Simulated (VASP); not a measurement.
Write the native input for VASP 6.6.1 that does the following.

- Task: electric field gradients
- Functional: LDA
- Potentials or basis: VASP PAW LDA potentials, release 64 (Ba_sv, S)
- Cutoff: 400 eV
- k mesh: 7 × 7 × 7
- Occupations: fermi-dirac, width 0.01 eV
- Spin: no spin polarisation
- Dipole correction: no
- Further INCAR settings: ALGO = Normal; EDIFF = 1e-08; NBANDS = 15

The structure of BaS lies in POSCAR:

```
BaS
1.0
    0.0000000000      3.2576250000      3.1937500000
    3.2576250000      0.0000000000      3.1937500000
    3.2576250000      3.2576250000      0.0000000000
Ba S
1 1
Direct
    0.0000000000      0.0000000000      0.0000000000
    0.5000000000      0.5000000000      0.5000000000
```

This cell differs from its parent crystal: equal xx and yy strain of +2 %.

One way to write it, as run:

INCAR

```
PREC = Accurate ; ENCUT = 400
EDIFF = 1E-8 ; ISMEAR = -1
SIGMA = 0.01 ; LREAL = F
LASPH = T ; NELM = 120
ALGO = Normal ; ISIF = 2
LWAVE = F ; LCHARG = F
GGA = CA ; LEFG = T
NBANDS = 15 ; GGA_COMPAT = F
```

KPOINTS

```
regular mesh
0
Gamma
  7 7 7
```

Potentials or basis: VASP PAW LDA potentials, release 64 (Ba_sv, S).

Command:

```sh
$ cat potpaw_LDA.64/Ba_sv/POTCAR potpaw_LDA.64/S/POTCAR > POTCAR
$ mpirun -np 1 vasp_std > vasp.out
```

Results of the run:

```yaml
Pressure: -3.3 GPa
Band_gap_on_the_k_mesh: 1.98 eV (least direct gap 2.15 eV)
Largest_electric_field_gradient_by_atom: Ba -25.9; S -7.5 V/Å²
```

Caveat: the cell differs from its parent crystal (equal xx and yy strain of +2 %); the cell stands under tension; without QUAD_EFG the Cq values of the log hold for a quadrupole moment of 1 mb, not for the nuclei; spin-orbit coupling is left out, which moves the levels of the heavy elements; an odd mesh through Γ misses points on the zone boundary, where band edges can lie.

Run time: 39 s on 1 thread of Intel Xeon 8259CL, on a shared host, peak memory 0.16 GiB.
